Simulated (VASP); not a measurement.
## C: single point with HSE06

Crystal: C.

```
C
1.0
     0.00000    1.76232    1.78408
     1.76232    0.00000    1.78408
     1.76232    1.76232    0.00000
C
2
Cartesian
  0.0000 0.0000 0.0000
  0.8812 0.8812 0.8920
```

This cell differs from its parent crystal: epitaxial xy strain -1.0%.

| Quantity | Value |
| --- | --- |
| Program | VASP 6.6.1 |
| Task | single point |
| Functional | HSE06 |
| Potentials or basis | VASP PAW PBE potentials, release 64 (C) |
| Cutoff | 520 eV |
| k mesh | 8 × 8 × 8 |
| Occupations | gaussian, width 0.01 eV |
| Spin | no spin polarisation |

The pressure is 3.5 GPa and the band gap on the k mesh is 5.17 eV (least direct gap 6.92 eV).

Stress tensor (GPa, compression positive):
```
 7.69  0.00  0.00
 0.00  7.69  0.00
 0.00  0.00 -4.79
```

Levels at points of the mesh, in eV from the valence-band top:
| k point | band 2 | band 3 | band 4 | band 5 | band 6 | band 7 |
| --- | --- | --- | --- | --- | --- | --- |
| (0.00, 0.00, 0.00) | -0.20 | 0.00 | 0.00 | 6.92 | 6.92 | 7.08 |
| (0.50, 0.00, 0.00) | -14.96 | -3.32 | -3.08 | 9.90 | 10.12 | 10.69 |
| (0.50, 0.50, 0.00) | -14.45 | -6.96 | -6.96 | 6.09 | 6.09 | 19.48 |
| (0.50, 0.00, 0.50) | -14.24 | -7.15 | -7.15 | 5.80 | 5.80 | 19.54 |

Run time: 6.9 min on 1 thread of Intel(R) Xeon(R) 6975P-C (Granite Rapids) (shared host), peak memory 0.22 GiB.

Caveat: the cell differs from its parent crystal (epitaxial xy strain -1.0%); the stress differs along the axes, from -5 to 8 GPa; the PAW data sets were made with another functional, which shifts forces and pressure a little. A k mesh can miss the band edges.
